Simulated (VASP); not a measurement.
Input of a VASP 6.6.1 run:

Contents of POSCAR:

```
SiC
1.0
    3.0344044248      0.0000000000      0.0000000000
   -1.5172022124      2.6278713172      0.0000000000
    0.0000000000      0.0000000000      4.9790037382
Si C
2 2
Direct
    0.3333333333      0.6666666667      0.0046123117
    0.6666666667      0.3333333333      0.5046123117
    0.3333333333      0.6666666667      0.3803876883
    0.6666666667      0.3333333333      0.8803876883
```

Contents of INCAR.step1:

```
SYSTEM = SiC
  ALGO = Normal
  EDIFF = 1E-4
  ENCUT = 520
  GGA = PE
  ISMEAR = 0
  LASPH = .TRUE.
  LCHARG = .FALSE.
  LREAL = .FALSE.
  LWAVE = .TRUE.
  NBANDS = 16
  NELM = 80
  PREC = Accurate
  SIGMA = 0.01
```

Contents of INCAR.step2:

```
SYSTEM = SiC
  ALGO = Normal
  EDIFF = 1E-7
  ENCUT = 520
  ISIF = 2
  ISMEAR = 0
  ISTART = 1
  LASPH = .TRUE.
  LCHARG = .TRUE.
  LELF = .TRUE.
  LMIXTAU = .TRUE.
  LREAL = .FALSE.
  LVHAR = .TRUE.
  LWAVE = .FALSE.
  METAGGA = R2SCAN
  NBANDS = 16
  NELM = 80
  PREC = Accurate
  SIGMA = 0.01
```

KPOINTS

```
k-points
0
G
  8 8 6
  0 0 0
```

Potentials or basis: VASP PAW PBE potentials, release 64 (Si, C).

Launch:

```sh
$ cat potpaw_PBE.64/Si/POTCAR potpaw_PBE.64/C/POTCAR > POTCAR
$ cp INCAR.step1 INCAR
$ mpirun -np 1 vasp_std > vasp.out
$ cp INCAR.step2 INCAR
$ mpirun -np 1 vasp_std > vasp.out
```

**Question.** Estimate the pressure.

**Answer.** 9.8 GPa.

**Question.** Predict the band gap on the k mesh.

**Answer.** 2.87 eV, indirect (least direct gap 4.58 eV).

Caveat: the PAW data sets were made with another functional, which shifts forces and pressure a little. r2SCAN opens gaps a little over a GGA but as a rule still falls short of measured ones.
